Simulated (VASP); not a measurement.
# MgI2 (P-3m1) in VASP: a series of runs, part 2 of 2

VASP 6.6.1. Earlier steps stand in the parts before.

**5. Single point, LDA**

Input file INCAR:

```
SYSTEM = MgI2
PREC = Accurate
ENCUT = 520
EDIFF = 1E-7
ISMEAR = 0
SIGMA = 0.05
LREAL = .False.
LASPH = .True.
NELM = 60
ALGO = Normal
ISIF = 2
LWAVE = .False.
LCHARG = .True.
LELF = .True.
LVHAR = .True.
NBANDS = 15
```

Input file KPOINTS:

```
Automatic mesh
0
Gamma
  6 6 4
  0 0 0
```

Input file POSCAR:

```
MgI2
1.0
    4.0409034065      0.0000000000      0.0000000000
   -2.0204517033      3.4995250043      0.0000000000
    0.0000000000      0.0000000000      6.6285688777
Mg I
1 2
Direct
    0.0000000000      0.0000000000      0.0000000000
    0.3333333333      0.6666666667      0.7523486881
    0.6666666667      0.3333333333      0.2476513119
```

Potentials or basis: VASP PAW LDA potentials, release 64 (Mg, I).

Run with:

```bash
$ cat potpaw_LDA.64/Mg/POTCAR potpaw_LDA.64/I/POTCAR > POTCAR
$ mpirun -np 1 vasp_std > vasp.out
```

OUTCAR:

```text
SYSTEM = MgI2
   PREC = Accurate
   ENCUT = 520
   EDIFF = 1E-7
   ISMEAR = 0
   LREAL = .False.
   LASPH = .True.
   NELM = 60
   ISIF = 2

 ion  position               nearest neighbor table
   1  0.000  0.000  0.000-   2 2.85   3 2.85   3 2.85   2 2.85   3 2.85   2 2.85
   2  0.333  0.667  0.752-   1 2.85   1 2.85   1 2.85
   3  0.667  0.333  0.248-   1 2.85   1 2.85   1 2.85

  LATTYP: Found a hexagonal cell.
 ALAT       =     4.0409034065
 C/A-ratio  =     1.6403680590

  Lattice vectors:

 A1 = (   4.0409034065,   0.0000000000,   0.0000000000)
 A2 = (  -2.0204517033,   3.4995250043,   0.0000000000)
 A3 = (   0.0000000000,   0.0000000000,   6.6285688777)

Analysis of symmetry for initial positions (statically):
=====================================================================
 Subroutine PRICEL returns:
 Original cell was already a primitive cell.

 Routine SETGRP: Setting up the symmetry group for a
 hexagonal supercell.

 Subroutine GETGRP returns: Found 12 space group operations
 (whereof 12 operations were pure point group operations)
 out of a pool of 24 trial point group operations.

[... 178 lines left out ...]
      7       2.9932      2.00000
      8       3.1025      2.00000
      9       6.8158      0.00000
     10       7.6742      0.00000
     11       9.7423      0.00000
     12       9.7423      0.00000
     13      10.3813      0.00000
     14      11.1543      0.00000
[... 401 lines left out ...]
      2      -8.3733      2.00000
      3      -0.4655      2.00000
      4      -0.1640      2.00000
      5      -0.1640      2.00000
      6       0.4340      2.00000
      7       2.4347      2.00000
      8       2.4347      2.00000
      9       7.9967      0.00000
     10       8.5599      0.00000
     11       8.5599      0.00000
     12      10.0432      0.00000
     13      11.4873      0.00000
     14      11.6868      0.00000
     15      11.8968      0.00000

------------------------ aborting loop because EDIFF is reached ----------------------------------------

  FORCE on cell =-STRESS in cart. coord.  units (eV):
  Direction    XX          YY          ZZ          XY          YZ          ZX
  --------------------------------------------------------------------------------------
  -------------------------------------------------------------------------------------
  Total        0.5277456      0.5277456      0.5267547     -0.0000000      0.0000000      0.0000000
  in kB        9.0204429      9.0204429      9.0035065     -0.0000000      0.0000000      0.0000000
  external PRESSURE =       9.0147974 kB  Pullay stress =       0.0000000 kB

 VOLUME and BASIS-vectors are now :
 -----------------------------------------------------------------------------
  energy-cutoff  :      520.00
  volume of cell :       93.74
      direct lattice vectors                 reciprocal lattice vectors
     4.040903407  0.000000000  0.000000000     0.247469414  0.142876533  0.000000000
    -2.020451703  3.499525004  0.000000000     0.000000000  0.285753066  0.000000000
     0.000000000  0.000000000  6.628568878     0.000000000  0.000000000  0.150862127

 POSITION                                       TOTAL-FORCE (eV/Angst)
 -----------------------------------------------------------------------------------
      0.00000      0.00000      0.00000         0.000000      0.000000      0.000000
     -0.00000      2.33302      4.98700        -0.000000      0.000000     -0.127853
      2.02045      1.16651      1.64157         0.000000      0.000000      0.127853
 -----------------------------------------------------------------------------------
    total drift:                               -0.000000      0.000000     -0.000000

  FREE ENERGIE OF THE ION-ELECTRON SYSTEM (eV)
  ---------------------------------------------------
  free  energy   TOTEN  =        -9.0891636111 eV

  energy  without entropy=       -9.0891636111  energy(sigma->0) =       -9.08916361
```

stdout:

```text
POSCAR found type information on POSCAR MgI
 POSCAR found :  2 types and       3 ions
 scaLAPACK will be used
 LDA part: xc-table for (Slater(with rela. corr.)+CA(PZ))
 , standard interpolation
 POSCAR, INCAR and KPOINTS ok, starting setup
 FFT: planning ... GRIDC
 FFT: planning ... GRID_SOFT
 FFT: planning ... GRID
 WAVECAR not read
 entering main loop
```

Run time: 21 s. Hardware: 1 thread of Intel Xeon Platinum 8488C (Sapphire Rapids), shared host; peak memory 0.18 GiB.

What came out:

* Free energy: -9.0892 eV
* Pressure: 0.9 GPa
* Largest force: 0.128 eV/Å
* Band gap on the k mesh: 3.33 eV, indirect (least direct gap 3.71 eV)

Forces on the atoms (eV/Å):
```
Mg   0.000  0.000  0.000
I    0.000  0.000 -0.128
I    0.000  0.000  0.128
```

Levels at points of the mesh, in eV from the valence-band top:
```csv
k point,band 5,band 6,band 7,band 8,band 9,band 10,band 11,band 12
"(0.00, 0.00, 0.00)",-0.57,-0.11,-0.11,0.00,3.71,4.57,6.64,6.64
"(0.50, 0.00, 0.00)",-2.30,-1.64,-1.20,-0.56,3.46,5.12,5.14,6.77
"(0.00, 0.00, 0.50)",-0.43,-0.43,-0.26,-0.26,4.73,4.77,6.40,6.40
"(0.50, 0.00, 0.50)",-1.39,-1.31,-1.03,-0.91,3.39,4.87,5.34,5.74
```

Caveat: spin-orbit coupling is left out, which moves the levels of the heavy elements.

**6. Single point, LDA**

Input file INCAR:

```
SYSTEM = MgI2
PREC = Accurate
ENCUT = 520
EDIFF = 1E-6
ISMEAR = 0
SIGMA = 0.05
LREAL = .False.
LASPH = .True.
NELM = 60
ALGO = Normal
ISIF = 2
LWAVE = .False.
LCHARG = .False.
GGA = CA
NBANDS = 15
```

Input file KPOINTS:

```
regular mesh
0
Gamma
  6 6 4
  0 0 0
```

Input file POSCAR:

```
MgI2
1.0
    4.0409034065      0.0000000000      0.0000000000
   -2.0204517033      3.4995250043      0.0000000000
    0.0000000000      0.0000000000      6.6285688777
Mg I
1 2
Direct
    0.0000000000      0.0000000000      0.0000000000
    0.3333333333      0.6666666667      0.7373977874
    0.6666666667      0.3333333333      0.2626022126
```

Potentials or basis: VASP PAW LDA potentials, release 64 (Mg, I).

Run with:

```bash
$ cat potpaw_LDA.64/Mg/POTCAR potpaw_LDA.64/I/POTCAR > POTCAR
$ mpirun -np 1 vasp_std > vasp.out
```

Run time: 18 s. Hardware: 1 thread of Intel Xeon Platinum 8488C (Sapphire Rapids), shared host; peak memory 0.18 GiB.

It converged, with:

| Item | Value |
| --- | --- |
| Free energy | -9.0552 eV |
| Pressure | -0.7 GPa |
| Largest force | 0.462 eV/Å |
| Band gap on the k mesh | 3.24 eV, indirect (least direct gap 3.49 eV) |

Forces in eV/Å, atoms in the order of the input:
```
Mg   0.000  0.000  0.000
I    0.000  0.000  0.462
I    0.000  0.000 -0.462
```

Stress tensor (GPa, compression positive):
```
-0.22  0.00  0.00
 0.00 -0.22  0.00
 0.00  0.00 -1.51
```

Levels at points of the mesh, in eV from the valence-band top:
| k point | band 4 | band 5 | band 6 | band 7 | band 8 | band 9 | band 10 | band 11 | band 12 | band 13 |
| --- | --- | --- | --- | --- | --- | --- | --- | --- | --- | --- |
| (0.00, 0.00, 0.00) | -0.45 | -0.45 | -0.02 | 0.00 | 0.00 | 3.49 | 4.69 | 6.79 | 6.79 | 7.17 |
| (0.50, 0.00, 0.00) | -3.06 | -2.42 | -1.50 | -1.30 | -0.47 | 3.52 | 4.89 | 5.03 | 6.56 | 7.67 |
| (0.00, 0.00, 0.50) | -2.17 | -0.24 | -0.24 | -0.22 | -0.22 | 4.80 | 4.81 | 6.50 | 6.50 | 7.19 |
| (0.50, 0.00, 0.50) | -3.73 | -1.25 | -1.13 | -1.08 | -0.95 | 3.25 | 4.64 | 5.34 | 5.60 | 7.65 |

Caveat: spin-orbit coupling is left out, which moves the levels of the heavy elements. Expect the measured gap to be larger: semilocal functionals such as LDA lack the derivative discontinuity.
